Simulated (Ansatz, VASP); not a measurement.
# Sr: VASP beside Ansatz

```
Sr
1.0
     3.86322    0.00000    0.00000
    -1.93161    3.34564    0.00000
     0.00000    0.00000    3.57483
Sr
1
Direct
  0.00000 0.00000 0.00000
```

Change from the starting cell: volume scaled by 0.84, LAPW.

Alike in both runs: task single point; functional PBE; k mesh 11 × 11 × 10; occupations fermi-dirac, width 0.05 eV; no spin polarisation.

```csv
,VASP,Ansatz
version,VASP 6.6.1,Ansatz 0.2.0
potentials or method,"VASP PAW PBE potentials, release 64 (Sr_sv), cutoff 520 eV","all-electron LAPW, scalar-relativistic"
```

|  | VASP | Ansatz | Ansatz less VASP |
| --- | --- | --- | --- |
| pressure (GPa) | 2.2 | 2.2 | -0.01 |

Ansatz ran all-electron here, and VASP with PAW potentials.
